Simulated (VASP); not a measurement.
Crystal: Mg2H3.

```
Mg H
1.0
     4.11155    0.00000    0.00000
     0.00000    3.41480    2.21057
     0.00000   -3.41480    2.21057
Mg H
2 3
Cartesian
  2.0558 -2.1520 1.6305
  2.0558 2.1520 1.6305
  0.0000 0.0000 3.0290
  3.3739 0.0000 0.5536
  0.7377 0.0000 0.5536
```

The cell was built from a structure type or drawn by symmetry, and may not be a known phase.

```yaml
Program: VASP 6.6.1
Task: relaxation of cell and atoms
Functional: PBE
Potentials_or_basis: VASP PAW PBE potentials, release 64 (Mg_sv, H)
Cutoff: 750 eV
k_mesh: 4 × 6 × 6
Occupations: gaussian, width 0.1 eV
Spin: no spin polarisation
```

At the start: pressure 5.2 GPa; volume 12.41 Å³/atom.

Q: Where does the relaxation end?

A: Over 58 steps the energy falls by 660.0 meV/atom and the volume is 13.67 Å³/atom (+10.1 %); space group Amm2 (No. 38, to 0.1 Å) before, Cmmm (No. 65, to 0.1 Å).

Step by step:
```csv
step,energy change (eV),largest force (eV/Å),pressure (GPa),volume (Å³)
1,0.0000,0.5737,5.18,62.07
3,-1.5497,1.3697,-1.21,67.68
5,-1.9123,1.1852,-1.75,67.00
7,-2.1514,2.1085,1.42,64.14
9,-2.2168,0.6822,-0.17,64.96
11,-2.3391,0.6930,-0.33,64.83
13,-2.4697,0.7487,-0.90,64.59
15,-2.6386,1.1743,-0.25,63.66
17,-2.6375,0.9182,8.99,59.20
19,-2.9190,0.3355,3.71,63.20
21,-2.9770,1.2207,3.23,65.90
23,-3.0787,0.5496,-1.67,72.79
25,-3.0931,0.4501,-1.03,72.02
27,-3.1211,1.3811,-1.28,74.45
29,-3.1377,0.6820,-1.32,73.76
31,-3.1706,0.5719,-2.51,74.43
33,-3.2105,0.2005,-1.88,73.08
35,-3.2148,0.2630,-1.54,72.33
37,-3.2635,0.2135,-0.51,69.77
39,-3.2800,0.1635,0.68,67.22
41,-3.2857,0.1864,0.40,67.59
43,-3.2872,0.0893,0.01,67.88
45,-3.2919,0.0434,-0.10,68.59
47,-3.2927,0.0473,-0.16,69.00
49,-3.2957,0.1772,0.00,68.52
51,-3.2961,0.2171,0.05,68.37
53,-3.2974,0.1114,0.22,68.20
55,-3.2979,0.0222,0.40,68.00
57,-3.2990,0.0159,0.27,68.13
58,-3.2998,0.0303,0.06,68.33
```

Final structure:
```
CELL_PARAMETERS angstrom
2.93335 0.00000 0.00000
0.00000 4.48674 2.59589
0.00000 -4.48674 2.59589
ATOMIC_POSITIONS crystal
Mg 0.50000 0.90775 0.56805
Mg 0.50000 0.56805 0.90775
H 0.00000 0.73691 0.73691
H 0.86936 0.23022 0.23022
H 0.13064 0.23022 0.23022
```

Caveat: the k points lie up to 0.54 Å⁻¹ apart in the final cell, too coarse for converged energies and pressures of a metal; a cell axis changed by over 15 % at a fixed basis, so the end point is rough.
